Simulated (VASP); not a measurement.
**Ge: single point with PBEsol**

The system is Ge.

```
Ge
1.0
    -2.49590    2.65086    1.43695
     2.49590   -2.65086    1.43695
     2.49590    2.65086   -1.43695
Ge
2
Direct
  0.18594 0.93594 0.25000
  0.81406 0.06406 0.75000
```

```
Program             : VASP 6.6.1
Task                : single point
Functional          : PBEsol
Potentials or basis : VASP PAW PBE potentials, release 64 (Ge_d)
Cutoff              : 520 eV
k mesh              : 11 × 11 × 11
Occupations         : methfessel-paxton, width 0.15 eV
Spin                : no spin polarisation
```

```json
{
 "Pressure": "-2.6 GPa",
 "Largest force": "0.064 eV/Å",
 "Band gap on the k mesh": "zero (band 14 reaches 8.47 eV, above the bottom of band 15 at 3.26 eV)"
}
```

Forces on the atoms (eV/Å):
```
Ge   0.000  0.000 -0.064
Ge   0.000  0.000  0.064
```

Stress tensor (GPa, compression positive):
```
-1.33  0.00  0.00
 0.00 -3.60  0.00
 0.00  0.00 -2.87
```

Levels at points of the mesh, in eV from the Fermi level:
| k point | band 11 | band 12 | band 13 | band 14 | band 15 | band 16 | band 17 | band 18 |
| --- | --- | --- | --- | --- | --- | --- | --- | --- |
| (0.00, 0.00, 0.00) | -13.12 | -3.84 | -2.36 | -1.92 | 3.41 | 6.93 | 7.15 | 7.87 |

Wall time 76 s on 1 thread of Intel(R) Xeon(R) Platinum 8488C (Sapphire Rapids) (shared host), peak memory 0.27 GiB.

Caveat: the PAW data sets were made with another functional, which shifts forces and pressure a little.
